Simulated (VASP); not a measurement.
# BaZrO3 (Pm-3m) in VASP: single point with r2SCAN

Aim: the single point of BaZrO3 with r2SCAN.

All numbers are computed with VASP 6.6.1; they aren't measurements. Logs are shortened: lines on timing, memory, paths and dates and some standing lists are left out, and cuts for length are marked.

## (1) The cell of the first run

Symmetry: Pm-3m, No. 221, cubic system. Conventional cell: a = 4.181 Å, b = 4.181 Å, c = 4.181 Å, α = 90.00°, β = 90.00°, γ = 90.00°. Ba (site symmetry m-3m) has 12 O at 2.96 Å and 8 Zr at 3.62 Å within 3.9 Å. Within 2.8 Å of Zr (site symmetry m-3m) lie 6 O at 2.09 Å. O (site symmetry 4/mmm) has 2 Zr at 2.09 Å within 2.8 Å.

## (2) Single point, r2SCAN

The input, POSCAR:

```
BaZrO3
1.0
    4.1815000000      0.0000000000      0.0000000000
    0.0000000000      4.1815000000      0.0000000000
    0.0000000000      0.0000000000      4.1815000000
Ba Zr O
1 1 3
Direct
    0.5000000000      0.5000000000      0.5000000000
    0.0000000000      0.0000000000      0.0000000000
    0.5000000000      0.0000000000      0.0000000000
    0.0000000000      0.5000000000      0.0000000000
    0.0000000000      0.0000000000      0.5000000000
```

The input, INCAR.step1:

```
PREC = Accurate ; ENCUT = 910
ISMEAR = 0 ; SIGMA = 0.05
LREAL = False ; LASPH = True
NELM = 120 ; NBANDS = 28
GGA = PE ; ALGO = Normal
EDIFF = 1E-5 ; LWAVE = True
LCHARG = False ; GGA_COMPAT = False
```

The input, INCAR.step2:

```
PREC = Accurate ; ENCUT = 910
EDIFF = 1E-6 ; ISMEAR = 0
SIGMA = 0.05 ; LREAL = False
LASPH = True ; NELM = 120
ALGO = Normal ; ISIF = 2
LWAVE = False ; LCHARG = False
METAGGA = R2SCAN ; LMIXTAU = True
NBANDS = 28 ; ISTART = 1
GGA_COMPAT = False
```

The input, KPOINTS:

```
Automatic mesh
0
Gamma
  6 6 6
```

Potentials or basis: VASP PAW PBE potentials, release 64 (Ba_sv, Zr_sv, O_h).

Started as:

```bash
$ cat potpaw_PBE.64/Ba_sv/POTCAR potpaw_PBE.64/Zr_sv/POTCAR potpaw_PBE.64/O_h/POTCAR > POTCAR
$ cp INCAR.step1 INCAR
$ mpirun -np 1 vasp_std > vasp.out
$ cp INCAR.step2 INCAR
$ mpirun -np 1 vasp_std > vasp.out
```

OUTCAR:

```text
PREC = Accurate
   ENCUT = 910
   EDIFF = 1E-6
   ISMEAR = 0
   LREAL = False
   LASPH = True
   NELM = 120
   ISIF = 2
   METAGGA = R2SCAN
   ISTART = 1

 ion  position               nearest neighbor table
   1  0.500  0.500  0.500-   3 2.96   4 2.96   5 2.96   3 2.96   4 2.96   3 2.96   5 2.96   3 2.96
                             4 2.96   5 2.96   4 2.96   5 2.96   2 3.62   2 3.62   2 3.62   2 3.62
   2  0.000  0.000  0.000-   3 2.09   4 2.09   5 2.09   5 2.09   4 2.09   3 2.09   1 3.62   1 3.62
                             1 3.62   1 3.62   1 3.62   1 3.62   1 3.62   1 3.62
   3  0.500  0.000  0.000-   2 2.09   2 2.09   1 2.96   1 2.96   1 2.96   1 2.96
   4  0.000  0.500  0.000-   2 2.09   2 2.09   1 2.96   1 2.96   1 2.96   1 2.96
   5  0.000  0.000  0.500-   2 2.09   2 2.09   1 2.96   1 2.96   1 2.96   1 2.96

  LATTYP: Found a simple cubic cell.
 ALAT       =     4.1815000000

  Lattice vectors:

 A1 = (   4.1815000000,   0.0000000000,   0.0000000000)
 A2 = (   0.0000000000,   4.1815000000,   0.0000000000)
 A3 = (   0.0000000000,   0.0000000000,   4.1815000000)

Analysis of symmetry for initial positions (statically):
=====================================================================
 Subroutine PRICEL returns:
 Original cell was already a primitive cell.

 Routine SETGRP: Setting up the symmetry group for a
 simple cubic supercell.

 Subroutine GETGRP returns: Found 48 space group operations
 (whereof 48 operations were pure point group operations)
 out of a pool of 48 trial point group operations.

The static configuration has the point symmetry O_h .

Analysis of symmetry for dynamics (positions and initial velocities):
=====================================================================
 Subroutine PRICEL returns:
 Original cell was already a primitive cell.

 Routine SETGRP: Setting up the symmetry group for a
 simple cubic supercell.

 Subroutine GETGRP returns: Found 48 space group operations
 (whereof 48 operations were pure point group operations)
 out of a pool of 48 trial point group operations.

The dynamic configuration has the point symmetry O_h .

 Subroutine INISYM returns: Found 48 space group operations
 (whereof 48 operations are pure point group operations),
 and found     1 'primitive' translations

----------------------------------------------------------------------------------------

                                     Primitive cell

  volume of cell :      73.1133

  direct lattice vectors                    reciprocal lattice vectors
     4.181500000  0.000000000  0.000000000     0.239148631  0.000000000  0.000000000
     0.000000000  4.181500000  0.000000000     0.000000000  0.239148631  0.000000000
     0.000000000  0.000000000  4.181500000     0.000000000  0.000000000  0.239148631

  length of vectors
     4.181500000  4.181500000  4.181500000     0.239148631  0.239148631  0.239148631

  position of ions in fractional coordinates (direct lattice)
     0.500000000  0.500000000  0.500000000
     0.000000000  0.000000000  0.000000000
     0.500000000  0.000000000  0.000000000
     0.000000000  0.500000000  0.000000000
     0.000000000  0.000000000  0.500000000

  ion indices of the primitive-cell ions
   primitive index   ion index
                 1           1
                 2           2
                 3           3
                 4           4
                 5           5

----------------------------------------------------------------------------------------

 KPOINTS: Automatic mesh

Automatic generation of k-mesh.
 Grid dimensions read from file:
 generate k-points for:    6    6    6

 Generating k-lattice:

  Cartesian coordinates                     Fractional coordinates (reciprocal lattice)
     0.039858105  0.000000000  0.000000000     0.166666667  0.000000000  0.000000000
     0.000000000  0.039858105  0.000000000     0.000000000  0.166666667  0.000000000
     0.000000000  0.000000000  0.039858105     0.000000000  0.000000000  0.166666667

  Length of vectors
     0.039858105  0.039858105  0.039858105

  Shift w.r.t. Gamma in fractional coordinates (k-lattice)
     0.000000000  0.000000000  0.000000000

 Subroutine IBZKPT returns following result:
 ===========================================

 Found     20 irreducible k-points:

 Following reciprocal coordinates:
            Coordinates               Weight
  0.000000  0.000000  0.000000      1.000000
  0.166667  0.000000  0.000000      6.000000
  0.333333  0.000000  0.000000      6.000000
  0.500000  0.000000  0.000000      3.000000
  0.166667  0.166667  0.000000     12.000000
  0.333333  0.166667  0.000000     24.000000
[... 12 lines left out ...]
  0.500000  0.500000  0.333333      6.000000
  0.500000  0.500000  0.500000      1.000000
   k-points           NKPTS =     20   k-points in BZ     NKDIM =     20   number of bands    NBANDS=     28
   number of dos      NEDOS =    301   number of ions     NIONS =      5
   total plane-waves  NPLWV =  74088
   dimension x,y,z NGX =    42 NGY =   42 NGZ =   42
   dimension x,y,z NGXF=    84 NGYF=   84 NGZF=   84
   ions per type =               1   1   3
   NGX,Y,Z   is equivalent  to a cutoff of  16.70, 16.70, 16.70 a.u.
   NGXF,Y,Z  is equivalent  to a cutoff of  33.40, 33.40, 33.40 a.u.
 SYSTEM =  unknown system
   PREC   = accura    normal or accurate (medium, high low for compatibility)
   ISTART =      1    job   : 0-new  1-cont  2-samecut
   ICHARG =      0    charge: 1-file 2-atom 10-const
   ISPIN  =      1    spin polarized calculation?
   LNONCOLLINEAR =      F non collinear calculations
   LSORBIT =      F    spin-orbit coupling
   LASPH  =      T    aspherical Exc in radial PAW
   ENCUT  =  910.0 eV  66.88 Ry    8.18 a.u.  10.29 10.29 10.29*2*pi/ulx,y,z
   NELM   =    120;   NELMIN=  2; NELMDL=  0     # of ELM steps
   EDIFF  = 0.1E-05   stopping-criterion for ELM
   LREAL  =      F    real-space projection
   EDIFFG = 0.1E-04   stopping-criterion for IOM
   NSW    =      0    number of steps for IOM
   IBRION =     -1    ionic relax: 0-MD 1-quasi-New 2-CG
   NFREE  =      0    steps in history (QN), initial steepest desc. (CG)
   ISIF   =      2    stress and relaxation
   ISYM   =      2    0-nonsym 1-usesym 2-fastsym
   POTIM  = 0.5000    time-step for ionic-motion
   TEBEG  =    0.0;   TEEND  =   0.0 temperature during run
   PSTRESS=    0.0 pullay stress
   NELECT =      40.0000    total number of electrons
   NUPDOWN=      -1.0000    fix difference up-down
   EMIN   =  10.00;   EMAX   =-10.00  energy-range for DOS
   EFERMI =   0.00;   METHOD = LEGACY
   ISMEAR =     0;   SIGMA  =   0.05  broadening in eV -4-tet -1-fermi 0-gaus
   EFERMI_NEDOS =   21; number of points for ismear=-14 and -15
   IALGO  =     38    algorithm
   IMIX   =      4    mixing-type and parameters
     AMIX     =   0.40;   BMIX     =  1.00
     AMIX_MAG =   1.60;   BMIX_MAG =  1.00
  volume/ion in A,a.u.               =      14.62        98.68
  Fermi-wavevector in a.u.,A,eV,Ry     =   1.338945  2.530239 24.392166  1.792774
  Thomas-Fermi vector in A             =   2.467376
   LORBIT       =      0    0 simple, 1 ext, 2 COOP (PROOUT), +10 PAW based schemes
   METAGGA = R2SCAN    functional components
   LHFCALC =     F    Hartree Fock is set to
   AEXX    =    0.0000 exact exchange contribution
   IVDW    =     0    specifies the selected vdW correction
   LEPSILON=     F    determine dielectric tensor
   LRPA    =     F    only Hartree local field effects (RPA)
 non-spin polarized calculation
 Gauss-broadening in eV      SIGMA  =   0.05
  energy-cutoff  :      910.00
  volume of cell :       73.11
 maximum number of plane-waves:      4632
 NGX is ok and might be reduce to    42
   NGX = 21   NGY = 21   NGZ = 21

 number of electron      40.0000012 magnetization

 Free energy of the ion-electron system (eV)
  ---------------------------------------------------
  ext. energy  EPLUGINS =         0.00000000
  ---------------------------------------------------
  free energy    TOTEN  =       -85.11201670 eV

  energy without entropy =      -85.11201670  energy(sigma->0) =      -85.11201670

 E-fermi :   4.1159     XC(G=0): -11.4325

 val. band max:        3.8435110948   @ k =   0.5000   0.5000   0.5000
 cond. band min:       7.5755550512   @ k =   0.0000   0.0000   0.0000
 fundamental gap:      3.7320439564
 Fermi energy:         4.1159480101

 k-point     1 :       0.0000    0.0000    0.0000
  band No.  band energies     occupation
      1     -44.6128      2.00000
      2     -22.1276      2.00000
      3     -22.0658      2.00000
      4     -22.0658      2.00000
      5     -22.0658      2.00000
      6     -13.5072      2.00000
[... 20 lines left out ...]
     27      11.9081      0.00000
     28      11.9081      0.00000

 k-point     2 :       0.1667    0.0000    0.0000
  band No.  band energies     occupation
      1     -44.6118      2.00000
      2     -22.2534      2.00000
      3     -22.0640      2.00000
      4     -22.0640      2.00000
      5     -21.9997      2.00000
      6     -13.5167      2.00000
[... 20 lines left out ...]
     27      11.9099      0.00000
     28      12.7101      0.00000

 k-point     3 :       0.3333    0.0000    0.0000
  band No.  band energies     occupation
      1     -44.6099      2.00000
      2     -22.4199      2.00000
      3     -22.0603      2.00000
      4     -22.0603      2.00000
      5     -21.9453      2.00000
      6     -13.6238      2.00000
[... 20 lines left out ...]
     27      12.1248      0.00000
     28      12.5835      0.00000

 k-point     4 :       0.5000    0.0000    0.0000
  band No.  band energies     occupation
      1     -44.6089      2.00000
      2     -22.4934      2.00000
      3     -22.0585      2.00000
      4     -22.0585      2.00000
      5     -21.9244      2.00000
      6     -13.6827      2.00000
[... 20 lines left out ...]
     27      11.8960      0.00000
     28      13.0966      0.00000

 k-point     5 :       0.1667    0.1667    0.0000
  band No.  band energies     occupation
      1     -44.6109      2.00000
      2     -22.2742      2.00000
      3     -22.1418      2.00000
      4     -22.0622      2.00000
      5     -21.9618      2.00000
      6     -13.4673      2.00000
[... 20 lines left out ...]
     27      12.3835      0.00000
     28      12.6586      0.00000

 k-point     6 :       0.3333    0.1667    0.0000
  band No.  band energies     occupation
      1     -44.6089      2.00000
      2     -22.3957      2.00000
      3     -22.1507      2.00000
      4     -22.0586      2.00000
      5     -21.9455      2.00000
      6     -13.5122      2.00000
[... 339 lines left out ...]
      5     -21.9860      2.00000
      6     -12.6878      2.00000
[... 20 lines left out ...]
     27      12.7915      0.00000
     28      12.7915      0.00000

 k-point    18 :       0.5000    0.3333    0.3333
  band No.  band energies     occupation
      1     -44.6031      2.00000
      2     -22.3613      2.00000
      3     -22.2796      2.00000
      4     -22.2773      2.00000
      5     -21.9950      2.00000
      6     -12.6355      2.00000
[... 20 lines left out ...]
     27      12.7502      0.00000
     28      13.4495      0.00000

 k-point    19 :       0.5000    0.5000    0.3333
  band No.  band energies     occupation
      1     -44.6021      2.00000
      2     -22.3487      2.00000
      3     -22.3487      2.00000
      4     -22.2761      2.00000
      5     -21.9962      2.00000
      6     -12.5498      2.00000
[... 20 lines left out ...]
     27      13.0183      0.00000
     28      13.7679      0.00000

 k-point    20 :       0.5000    0.5000    0.5000
  band No.  band energies     occupation
      1     -44.6012      2.00000
      2     -22.3461      2.00000
      3     -22.3461      2.00000
      4     -22.3461      2.00000
      5     -21.9867      2.00000
      6     -12.2487      2.00000
[... 20 lines left out ...]
     27      13.6420      0.00000
     28      13.6420      0.00000

------------------------ aborting loop because EDIFF is reached ----------------------------------------

  FORCE on cell =-STRESS in cart. coord.  units (eV):
  Direction    XX          YY          ZZ          XY          YZ          ZX
  --------------------------------------------------------------------------------------
  -------------------------------------------------------------------------------------
  Total        1.7025066      1.7025066      1.7025066      0.0000000      0.0000000     -0.0000000
  in kB       37.3080951     37.3080951     37.3080951      0.0000000      0.0000000     -0.0000000
  external PRESSURE =      37.3080951 kB  Pullay stress =       0.0000000 kB

 VOLUME and BASIS-vectors are now :
 -----------------------------------------------------------------------------
  energy-cutoff  :      910.00
  volume of cell :       73.11
      direct lattice vectors                 reciprocal lattice vectors
     4.181500000  0.000000000  0.000000000     0.239148631  0.000000000  0.000000000
     0.000000000  4.181500000  0.000000000     0.000000000  0.239148631  0.000000000
     0.000000000  0.000000000  4.181500000     0.000000000  0.000000000  0.239148631

 POSITION                                       TOTAL-FORCE (eV/Angst)
 -----------------------------------------------------------------------------------
      2.09075      2.09075      2.09075         0.000000      0.000000      0.000000
      0.00000      0.00000      0.00000         0.000000      0.000000      0.000000
      2.09075      0.00000      0.00000         0.000000      0.000000      0.000000
      0.00000      2.09075      0.00000         0.000000      0.000000      0.000000
      0.00000      0.00000      2.09075         0.000000      0.000000      0.000000
 -----------------------------------------------------------------------------------
    total drift:                                0.000000      0.000000     -0.000000

  FREE ENERGIE OF THE ION-ELECTRON SYSTEM (eV)
  ---------------------------------------------------
  free  energy   TOTEN  =       -85.1120167033 eV

  energy  without entropy=      -85.1120167033  energy(sigma->0) =      -85.11201670
```

It took 4.2 min on 1 thread of Intel Xeon Platinum 8488C (Sapphire Rapids), shared host; peak memory 0.34 GiB.

What came out:

```
Free energy            : -85.1120 eV
Pressure               : 3.7 GPa
Band gap on the k mesh : 3.73 eV (least direct gap 3.96 eV)
```

Levels at points of the mesh, in eV from the valence-band top:
```tsv
k point	band 17	band 18	band 19	band 20	band 21	band 22	band 23	band 24
(0.00, 0.00, 0.00)	-1.02	-0.23	-0.23	-0.23	3.73	3.73	3.73	5.19
(0.50, 0.00, 0.00)	-1.73	-1.70	-0.46	-0.46	4.18	6.28	6.28	7.00
(0.50, 0.50, 0.00)	-0.94	-0.94	-0.79	-0.08	6.25	6.25	7.04	7.19
(0.50, 0.50, 0.50)	-2.56	0.00	0.00	0.00	6.66	6.66	6.66	7.62
```

Caveat: the cutoff is under 1.25 times the usual one of these potentials, so pressure, stress and relaxed cells hold a basis-set (Pulay) error; the cell stands under pressure; the PAW data sets were made with another functional, which shifts forces and pressure a little; spin-orbit coupling is left out, which moves the levels of the heavy elements.
